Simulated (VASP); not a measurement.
# CuSb5 (P1) in VASP: a series of runs

The runs below take CuSb5 through single point, with PBE.

All numbers are computed with VASP 6.6.1; they aren't measurements. Logs are shortened: lines on timing, memory, paths and dates and some standing lists are left out, and cuts for length are marked.

## (1) The cell of the first run

The typed cell holds 12 atoms: a = 7.262 Å, b = 7.402 Å, c = 7.413 Å, α = 92.99°, β = 87.19°, γ = 124.01°.

## (2) Single point, PBE

INCAR

```
SYSTEM = CuSb5
  PREC = Accurate
  ENCUT = 520
  EDIFF = 1E-6
  ISMEAR = 0
  SIGMA = 0.1
  LREAL = .FALSE.
  LASPH = .TRUE.
  NELM = 60
  ALGO = Normal
  ISIF = 2
  LWAVE = .FALSE.
  LCHARG = .FALSE.
  GGA = PE
  NBANDS = 48
  ISYM = 0
```

KPOINTS

```
Automatic mesh
0
Gamma
  2 2 2
  0.5 0.5 0.5
```

POSCAR

```
CuSb5
1.0
   -5.1007476644     -5.1585117197     -0.3343605565
    0.2742168144      5.2186554618      5.2426647191
   -4.3624781390      4.0858816378     -4.3841077095
Cu Sb
2 10
Direct
    0.4092170699      0.3397329452      0.5839886997
    0.7557978001      0.4929366603      0.7488854919
    0.4746543418      1.0447117320      0.1251072841
    0.9575658384     -0.0962798272      0.8801733473
    0.7767123548      0.1325924086      0.7110782361
    0.7870640652      0.4835619633      0.3791635959
    0.0357570680      0.2307817738      0.3789812925
    0.3779828954      0.3492070598     -0.0462974637
    0.1293733368      0.6020857895     -0.0461307005
    0.3883998323      0.7002033869      0.6217704583
    0.6906516196      0.7882671151      0.2078291824
    0.2076213606      0.9290928764      0.4526528065
```

Potentials or basis: VASP PAW PBE potentials, release 64 (Cu, Sb).

Command:

```bash
> cat potpaw_PBE.64/Cu/POTCAR potpaw_PBE.64/Sb/POTCAR > POTCAR
> mpirun -np 1 vasp_std > vasp.out
```

OUTCAR:

```text
SYSTEM = CuSb5
   PREC = Accurate
   ENCUT = 520
   EDIFF = 1E-6
   ISMEAR = 0
   LREAL = .FALSE.
   LASPH = .TRUE.
   NELM = 60
   ISIF = 2
   GGA = PE
   ISYM = 0

 ion  position               nearest neighbor table
   1  0.409  0.340  0.584-   2 2.47  12 2.68   6 2.73   8 2.74  10 2.76   7 2.85
   2  0.756  0.493  0.749-   1 2.47   4 2.68   8 2.73   6 2.74   5 2.75   9 2.85
   3  0.475  0.045  0.125-  12 2.88   9 3.05   8 3.06  11 3.16   6 3.28   5 3.55
   4  0.958  0.904  0.880-   2 2.68  11 2.88   5 3.01   8 3.03   9 3.19  12 3.53
   5  0.777  0.133  0.711-   2 2.75   7 2.89  10 2.92   4 3.01   9 3.42   3 3.55   6 3.64
   6  0.787  0.484  0.379-   1 2.73   2 2.74  12 3.03  11 3.06   7 3.25   3 3.28   5 3.64   9 3.74

   7  0.036  0.231  0.379-   1 2.85   5 2.89  11 3.05  12 3.19   6 3.25  10 3.42   8 3.74
   8  0.378  0.349  0.954-   2 2.73   1 2.74   4 3.03   3 3.06   9 3.25  11 3.29  10 3.64   7 3.74

   9  0.129  0.602  0.954-   2 2.85  10 2.89   3 3.05   4 3.19   8 3.25   5 3.42   6 3.74
  10  0.388  0.700  0.622-   1 2.76   9 2.89   5 2.92  12 3.01   7 3.42  11 3.55   8 3.64
  11  0.691  0.788  0.208-   4 2.88   7 3.05   6 3.06   3 3.16   8 3.29  10 3.55
  12  0.208  0.929  0.453-   1 2.68   3 2.88  10 3.01   6 3.03   7 3.19   4 3.53

IMPORTANT INFORMATION: All symmetrisations will be switched off!
NOSYMM: (Re-)initialisation of all symmetry stuff for point group C_1.

----------------------------------------------------------------------------------------

                                     Primitive cell

  volume of cell :     329.7555

  direct lattice vectors                    reciprocal lattice vectors
    -5.100747664 -5.158511720 -0.334360557    -0.134342140 -0.065711766  0.072437579
     0.274216814  5.218655462  5.242664719    -0.072725492  0.063391175  0.131445723
    -4.362478139  4.085881638 -4.384107710    -0.076721805  0.080816924 -0.076433892

  length of vectors
     7.262208127  7.402370772  7.412559928     0.166171747  0.163050349  0.135128644

  position of ions in fractional coordinates (direct lattice)
     0.409217070  0.339732945  0.583988700
     0.755797800  0.492936660  0.748885492
     0.474654342  0.044711732  0.125107284
     0.957565838  0.903720173  0.880173347
     0.776712355  0.132592409  0.711078236
     0.787064065  0.483561963  0.379163596
     0.035757068  0.230781774  0.378981293
     0.377982895  0.349207060  0.953702536
     0.129373337  0.602085790  0.953869299
     0.388399832  0.700203387  0.621770458
     0.690651620  0.788267115  0.207829182
     0.207621361  0.929092876  0.452652806

  ion indices of the primitive-cell ions
   primitive index   ion index
                 1           1
                 2           2
                 3           3
                 4           4
                 5           5
                 6           6
                 7           7
                 8           8
                 9           9
                10          10
                11          11
                12          12

----------------------------------------------------------------------------------------

 KPOINTS: Automatic mesh

Automatic generation of k-mesh.
 Grid dimensions read from file:
 generate k-points for:    2    2    2

 Generating k-lattice:

  Cartesian coordinates                     Fractional coordinates (reciprocal lattice)
    -0.067171070 -0.032855883  0.036218790     0.500000000  0.000000000  0.000000000
    -0.036362746  0.031695587  0.065722861     0.000000000  0.500000000  0.000000000
    -0.038360903  0.040408462 -0.038216946     0.000000000 -0.000000000  0.500000000

  Length of vectors
     0.083085873  0.081525174  0.067564322

  Shift w.r.t. Gamma in fractional coordinates (k-lattice)
     0.500000000  0.500000000  0.500000000

 Subroutine IBZKPT returns following result:
 ===========================================

 Found      4 irreducible k-points:

 Following reciprocal coordinates:
            Coordinates               Weight
  0.250000  0.250000  0.250000      2.000000
 -0.250000  0.250000  0.250000      2.000000
  0.250000 -0.250000  0.250000      2.000000
 -0.250000 -0.250000  0.250000      2.000000
   k-points           NKPTS =      4   k-points in BZ     NKDIM =      4   number of bands    NBANDS=     48
   number of dos      NEDOS =    301   number of ions     NIONS =     12
   total plane-waves  NPLWV = 169344
   dimension x,y,z NGX =    54 NGY =   56 NGZ =   56
   dimension x,y,z NGXF=   108 NGYF=  112 NGZF=  112
   ions per type =               2  10
   NGX,Y,Z   is equivalent  to a cutoff of  12.36, 12.58, 12.56 a.u.
   NGXF,Y,Z  is equivalent  to a cutoff of  24.72, 25.15, 25.12 a.u.
 SYSTEM =  CuSb5
   PREC   = accura    normal or accurate (medium, high low for compatibility)
   ISTART =      0    job   : 0-new  1-cont  2-samecut
   ICHARG =      2    charge: 1-file 2-atom 10-const
   ISPIN  =      1    spin polarized calculation?
   LNONCOLLINEAR =      F non collinear calculations
   LSORBIT =      F    spin-orbit coupling
   LASPH  =      T    aspherical Exc in radial PAW
   ENCUT  =  520.0 eV  38.22 Ry    6.18 a.u.  13.50 13.76 13.78*2*pi/ulx,y,z
   NELM   =     60;   NELMIN=  2; NELMDL= -5     # of ELM steps
   EDIFF  = 0.1E-05   stopping-criterion for ELM
   LREAL  =      F    real-space projection
   EDIFFG = 0.1E-04   stopping-criterion for IOM
   NSW    =      0    number of steps for IOM
   IBRION =     -1    ionic relax: 0-MD 1-quasi-New 2-CG
   NFREE  =      0    steps in history (QN), initial steepest desc. (CG)
   ISIF   =      2    stress and relaxation
   ISYM   =      0    0-nonsym 1-usesym 2-fastsym
   POTIM  = 0.5000    time-step for ionic-motion
   TEBEG  =    0.0;   TEEND  =   0.0 temperature during run
   PSTRESS=    0.0 pullay stress
   NELECT =      72.0000    total number of electrons
   NUPDOWN=      -1.0000    fix difference up-down
   EMIN   =  10.00;   EMAX   =-10.00  energy-range for DOS
   EFERMI =   0.00;   METHOD = LEGACY
   ISMEAR =     0;   SIGMA  =   0.10  broadening in eV -4-tet -1-fermi 0-gaus
   EFERMI_NEDOS =   21; number of points for ismear=-14 and -15
   IALGO  =     38    algorithm
   IMIX   =      4    mixing-type and parameters
     AMIX     =   0.40;   BMIX     =  1.00
     AMIX_MAG =   1.60;   BMIX_MAG =  1.00
  volume/ion in A,a.u.               =      27.48       185.44
  Fermi-wavevector in a.u.,A,eV,Ry     =   0.985799  1.862890 13.222134  0.971799
  Thomas-Fermi vector in A             =   2.117133
   LORBIT       =      0    0 simple, 1 ext, 2 COOP (PROOUT), +10 PAW based schemes
   GGA     = PE    functional components
   LHFCALC =     F    Hartree Fock is set to
   AEXX    =    0.0000 exact exchange contribution
   IVDW    =     0    specifies the selected vdW correction
   LEPSILON=     F    determine dielectric tensor
   LRPA    =     F    only Hartree local field effects (RPA)
 non-spin polarized calculation
 Gauss-broadening in eV      SIGMA  =   0.10
  energy-cutoff  :      520.00
  volume of cell :      329.76
 maximum number of plane-waves:      8891
 NGX is ok and might be reduce to    54
   NGX = 27   NGY = 27   NGZ = 27

 number of electron      72.0000005 magnetization

 Free energy of the ion-electron system (eV)
  ---------------------------------------------------
  ext. energy  EPLUGINS =         0.00000000
  ---------------------------------------------------
  free energy    TOTEN  =       -47.82128624 eV

  energy without entropy =      -47.81507324  energy(sigma->0) =      -47.81817974

 E-fermi :   6.8351     XC(G=0):  -9.7485

 val. band max:        6.7041700980   @ k =  -0.2500   0.2500   0.2500
 cond. band min:       6.9759360958   @ k =  -0.2500   0.2500   0.2500
 fundamental gap:      0.2717659978
 Fermi energy:         6.8350996872

 k-point     1 :       0.2500    0.2500    0.2500
  band No.  band energies     occupation
      1      -4.5781      2.00000
      2      -3.9276      2.00000
      3      -3.5342      2.00000
      4      -3.4303      2.00000
      5      -2.8712      2.00000
      6      -2.1602      2.00000
[... 40 lines left out ...]
     47      10.2090      0.00000
     48      10.5457      0.00000

 k-point     2 :      -0.2500    0.2500    0.2500
  band No.  band energies     occupation
      1      -4.9945      2.00000
      2      -3.9736      2.00000
      3      -3.5259      2.00000
      4      -2.8003      2.00000
      5      -2.5565      2.00000
      6      -2.2114      2.00000
[... 40 lines left out ...]
     47      10.1078      0.00000
     48      10.2967      0.00000

 k-point     3 :       0.2500   -0.2500    0.2500
  band No.  band energies     occupation
      1      -5.0183      2.00000
      2      -3.9910      2.00000
      3      -3.3032      2.00000
      4      -2.9366      2.00000
      5      -2.5692      2.00000
      6      -2.1191      2.00000
[... 40 lines left out ...]
     47      10.0421      0.00000
     48      10.2185      0.00000

 k-point     4 :      -0.2500   -0.2500    0.2500
  band No.  band energies     occupation
      1      -4.5765      2.00000
      2      -3.8899      2.00000
      3      -3.5394      2.00000
      4      -3.4993      2.00000
      5      -2.6539      2.00000
      6      -2.5568      2.00000
[... 40 lines left out ...]
     47      10.5257      0.00000
     48      10.6079      0.00000

------------------------ aborting loop because EDIFF is reached ----------------------------------------

  FORCE on cell =-STRESS in cart. coord.  units (eV):
  Direction    XX          YY          ZZ          XY          YZ          ZX
  --------------------------------------------------------------------------------------
  -------------------------------------------------------------------------------------
  Total        0.0573951      0.3385120      0.2839490      0.1101282      0.1470758      0.0659263
  in kB        0.2788644      1.6447227      1.3796180      0.5350779      0.7145945      0.3203151
  external PRESSURE =       1.1010684 kB  Pullay stress =       0.0000000 kB

 VOLUME and BASIS-vectors are now :
 -----------------------------------------------------------------------------
  energy-cutoff  :      520.00
  volume of cell :      329.76
      direct lattice vectors                 reciprocal lattice vectors
    -5.100747664 -5.158511720 -0.334360557    -0.134342140 -0.065711766  0.072437579
     0.274216814  5.218655462  5.242664719    -0.072725492  0.063391175  0.131445723
    -4.362478139  4.085881638 -4.384107710    -0.076721805  0.080816924 -0.076433892

 POSITION                                       TOTAL-FORCE (eV/Angst)
 -----------------------------------------------------------------------------------
     -4.54179      2.04811     -0.91599         0.011670      0.009253      0.016177
     -6.98696      1.73353     -0.95160        -0.012053     -0.008897     -0.015800
     -2.95461     -1.70400     -0.47278        -0.016610     -0.009546      0.018855
     -8.47622      3.37287      0.55895        -0.018392     -0.007742      0.018556
     -7.02752     -0.40934     -2.68201         0.005518      0.017857     -0.012547
     -5.53611      0.01268      0.60970        -0.001734     -0.022267     -0.000632
     -1.77240      2.56839     -0.46354        -0.003325     -0.007832      0.026740
     -5.99274      3.76928     -2.47674         0.001083      0.022692      0.000927
     -4.65603      6.37210     -1.06859         0.003202      0.007645     -0.026037
     -4.50158      4.19104      0.81516        -0.006177     -0.017938      0.011719
     -4.21333      1.40013      2.99055         0.018010      0.008525     -0.018707
     -2.77894      5.62708      2.81702         0.018808      0.008248     -0.019249
 -----------------------------------------------------------------------------------
    total drift:                               -0.000041     -0.000129     -0.000399

  FREE ENERGIE OF THE ION-ELECTRON SYSTEM (eV)
  ---------------------------------------------------
  free  energy   TOTEN  =       -47.8212862438 eV

  energy  without entropy=      -47.8150732350  energy(sigma->0) =      -47.81817974
```

Run time: 87 s. Hardware: 1 thread of AMD EPYC 9R45 (Zen 5), shared host; peak memory 0.4 GiB.

Results:

```yaml
Free_energy: -47.8213 eV
Pressure: 0.1 GPa
Largest_force: 0.028 eV/Å
Band_gap_on_the_k_mesh: zero (bands 36 and 37 overlap by 0.84 eV)
```

Forces in eV/Å, atoms in the order of the input:
```
Cu   0.012  0.009  0.016
Cu  -0.012 -0.009 -0.016
Sb  -0.017 -0.010  0.019
Sb  -0.018 -0.008  0.019
Sb   0.006  0.018 -0.013
Sb  -0.002 -0.022 -0.001
Sb  -0.003 -0.008  0.027
Sb   0.001  0.023  0.001
Sb   0.003  0.008 -0.026
Sb  -0.006 -0.018  0.012
Sb   0.018  0.009 -0.019
Sb   0.019  0.008 -0.019
```

Stress tensor (GPa, compression positive):
```
0.03 0.05 0.03
0.05 0.16 0.07
0.03 0.07 0.14
```

Levels at points of the mesh, in eV from the Fermi level:
| k point | band 34 | band 35 | band 36 | band 37 | band 38 | band 39 |
| --- | --- | --- | --- | --- | --- | --- |
| (0.25, 0.25, 0.25) | -1.05 | -0.89 | -0.54 | -0.35 | 0.57 | 0.98 |

Caveat: the k points lie up to 0.51 Å⁻¹ apart, too coarse for converged energies and pressures of a metal; spin-orbit coupling is left out, which moves the levels of the heavy elements.

(Continued in part 2 of 2.)

The gap in the log of VASP goes by the Fermi energy; the results here count the filled bands.